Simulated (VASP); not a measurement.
A run of VASP 6.6.1 is set up as follows.

File INCAR:

```
SYSTEM = La2O
  PREC = Accurate
  ENCUT = 520
  EDIFF = 1E-7
  ISMEAR = 0
  SIGMA = 0.1
  LREAL = .False.
  LASPH = .True.
  NELM = 80
  ALGO = Normal
  ISIF = 2
  LWAVE = .False.
  LCHARG = .True.
  GGA = PE
  LELF = .True.
  LVHAR = .True.
  NBANDS = 21
```

The input KPOINTS:

```
regular mesh
0
Gamma
  6 6 6
  0 0 0
```

The input POSCAR:

```
La2O
1.0
    0.0000000000      3.0633696600      3.0633696600
    3.0633696600      0.0000000000      3.0633696600
    3.0633696600      3.0633696600      0.0000000000
La O
2 1
Direct
    0.2500000000      0.2500000000      0.2500000000
    0.7500000000      0.7500000000      0.7500000000
    0.0000000000      0.0000000000      0.0000000000
```

Potentials or basis: VASP PAW PBE potentials, release 64 (La, O).

Run with:

```bash
$ cat potpaw_PBE.64/La/POTCAR potpaw_PBE.64/O/POTCAR > POTCAR
$ mpirun -np 1 vasp_std > vasp.out
```

Problem. Estimate the band gap on the k mesh.

Solution. Zero (band 14 reaches 12.29 eV, above the bottom of band 15 at 10.51 eV).

Problem. Predict the pressure.

Solution. 12.0 GPa.

Caveat: spin-orbit coupling is left out, which moves the levels of the heavy elements.
